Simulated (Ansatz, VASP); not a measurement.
**AlN: VASP beside Ansatz**

```
CELL_PARAMETERS angstrom
0.00000 2.18399 2.18399
2.18399 0.00000 2.18399
2.18399 2.18399 0.00000
ATOMIC_POSITIONS crystal
Al 0.00000 0.00000 0.00000
N 0.25000 0.25000 0.25000
```

Alike in both runs: task relaxation of cell and atoms; functional PBEsol; dispersion D4; k mesh 10 × 10 × 10; occupations fermi-dirac, width 0.05 eV; no spin polarisation.

```csv
,VASP,Ansatz
version,VASP 6.6.1,Ansatz 0.2.0
potentials or method,"VASP PAW PBE potentials, release 64 (Al, N)",Ansatz PAW
plane-wave cutoff (eV),600,420
valence electrons in the cell,8,8
```

|  | VASP | Ansatz | Ansatz less VASP |
| --- | --- | --- | --- |
| relaxed volume (Å³/atom) | 10.35 | 10.35 | +0.008 |
| relaxed cell length with the largest relative difference (Å) | 3.082 | 3.082 | +0.0008 |

VASP's potentials were made for PBE, not for PBEsol.

Noted on Ansatz's run: the plane-wave basis is chosen anew once the cell has moved, so the energies of steps on either side of that aren't comparable.
